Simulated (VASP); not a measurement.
Os: single point with LDA

Crystal: Os.

```
Os
1.0
     0.00000    2.66080    2.66080
     2.66080    0.00000    2.66080
     2.66080    2.66080    0.00000
Os
2
Direct
  0.87500 0.87500 0.87500
  0.12500 0.12500 0.12500
```

This cell differs from its parent crystal: volume scaled by 0.92.

```json
{"Program": "VASP 6.6.1", "Task": "single point", "Functional": "LDA", "Potentials or basis": "VASP PAW LDA potentials, release 64 (Os)", "Cutoff": "520 eV", "k mesh": "13 × 13 × 13", "Occupations": "fermi-dirac, width 0.05 eV", "Spin": "no spin polarisation"}
```

```json
{
  "Pressure": "21.1 GPa",
  "Band gap on the k mesh": "zero (band 8 reaches 6.32 eV, above the bottom of band 9 at 4.96 eV)"
}
```

Levels at points of the mesh, in eV from the Fermi level:
```csv
k point,band 5,band 6,band 7,band 8,band 9,band 10,band 11,band 12
"(0.00, 0.00, 0.00)",-3.99,-3.99,-0.62,-0.62,-0.62,3.14,3.14,11.67
```

Run time: 30 s on 1 thread of Intel(R) Xeon(R) Platinum 8488C (Sapphire Rapids), on a shared host, peak memory 0.17 GiB.

Caveat: spin-orbit coupling is left out, which moves the levels of the heavy elements.
